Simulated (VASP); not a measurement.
Here is a VASP 6.6.1 calculation.

File INCAR:

```
SYSTEM = PbF2
PREC = Accurate
ENCUT = 520
EDIFF = 1E-6
ISMEAR = 0
SIGMA = 0.01
LREAL = .False.
LASPH = .True.
NELM = 60
ALGO = Normal
ISIF = 2
LWAVE = .False.
LCHARG = .False.
GGA = PE
NBANDS = 21
```

File KPOINTS:

```
Automatic mesh
0
Gamma
  6 6 6
  0 0 0
```

Contents of POSCAR:

```
PbF2
1.0
    0.0000000000      2.9700209315      2.9700209315
    2.9700209315      0.0000000000      2.9700209315
    2.9700209315      2.9700209315      0.0000000000
Pb F
1 2
Direct
    0.0000000000      0.0000000000      0.0000000000
    0.2500000000      0.2500000000      0.2500000000
    0.7500000000      0.7500000000      0.7500000000
```

Potentials or basis: VASP PAW PBE potentials, release 64 (Pb_d, F).

Command:

```bash
$ cat potpaw_PBE.64/Pb_d/POTCAR potpaw_PBE.64/F/POTCAR > POTCAR
$ mpirun -np 1 vasp_std > vasp.out
```

Predict the band gap on the k mesh.

4.44 eV, indirect (least direct gap 4.56 eV).

Estimate the pressure.

2.0 GPa.

Caveat: spin-orbit coupling is left out, which moves the levels of the heavy elements. A k mesh can miss the band edges.
